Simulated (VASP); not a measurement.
Cu, 1 atom in the cell. The typed cell holds 1 atom: a = 2.460 Å, b = 2.460 Å, c = 2.460 Å, α = 120.02°, β = 120.02°, γ = 89.96°. 

| Property | Result |
| --- | --- |
| Program | VASP 6.6.1 |
| Task | relaxation of shape and atoms at fixed volume |
| Functional | PBE |
| Potentials or basis | VASP PAW PBE potentials, release 64 (Cu) |
| Cutoff | 600 eV |
| k mesh | 30 × 30 × 30 |
| Occupations | gaussian, width 0.1 eV |
| Spin | no spin polarisation |
| Dipole correction | no |
| Further INCAR settings | ALGO = Fast; EDIFF = 1e-07; IBRION = 2; EDIFFG = -0.01; NSW = 50; ISIF = 4 |

Potentials or basis: VASP PAW PBE potentials, release 64 (Cu).

Run with:

```console
$ cat potpaw_PBE.64/Cu/POTCAR > POTCAR
$ mpirun -np 1 vasp_std > vasp.out
```

Hardware: 1 thread of Oxide Virtual Turin-like Processor (shared host).

Q: Estimate the wall time of this run.

A: Wall time 2.8 min on 1 thread of Oxide Virtual Turin-like Processor, with other jobs on the host, peak memory 0.32 GiB. Counts: scf iterations 15, k points 1992, ion steps 1.
